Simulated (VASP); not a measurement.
Write the native input for VASP 6.6.1 that does the following.

```yaml
Task: single point
Functional: LDA
Potentials_or_basis: VASP PAW LDA potentials, release 64 (Ga_d, P)
Cutoff: 500 eV
k_mesh: 8 × 8 × 8
Occupations: gaussian, width 0.02 eV
Spin: no spin polarisation
Dipole_correction: no
Further_INCAR_settings: ALGO = Normal; EDIFF = 1e-06; NBANDS = 16
```

The structure of GaP (lda) lies in POSCAR:

```
GaP
1.0
    0.0000000000      2.6957094396      2.6957094396
    2.6957094396      0.0000000000      2.6957094396
    2.6957094396      2.6957094396      0.0000000000
Ga P
1 1
Direct
    0.0000000000      0.0000000000      0.0000000000
    0.7500000000      0.7500000000      0.7500000000
```

One way to write it, as run:

INCAR

```
SYSTEM = GaP
  ALGO = Normal
  EDIFF = 1E-6
  ENCUT = 500
  GGA_COMPAT = .FALSE.
  ISIF = 2
  ISMEAR = 0
  LASPH = .TRUE.
  LCHARG = .TRUE.
  LELF = .TRUE.
  LREAL = .FALSE.
  LVHAR = .TRUE.
  LWAVE = .FALSE.
  NBANDS = 16
  NELM = 120
  PREC = Accurate
  SIGMA = 0.02
```

KPOINTS

```
k-points
0
G
  8 8 8
  0 0 0
```

Potentials or basis: VASP PAW LDA potentials, release 64 (Ga_d, P).

Launch:

```bash
$ cat potpaw_LDA.64/Ga_d/POTCAR potpaw_LDA.64/P/POTCAR > POTCAR
$ mpirun -np 1 vasp_std > vasp.out
```

It gave:

```
Pressure               : 0.1 GPa
Band gap on the k mesh : 1.43 eV, indirect (least direct gap 1.91 eV)
```

Wall time 12 s on 1 thread of Intel Xeon 6975P-C, with other jobs on the host, peak memory 0.14 GiB.
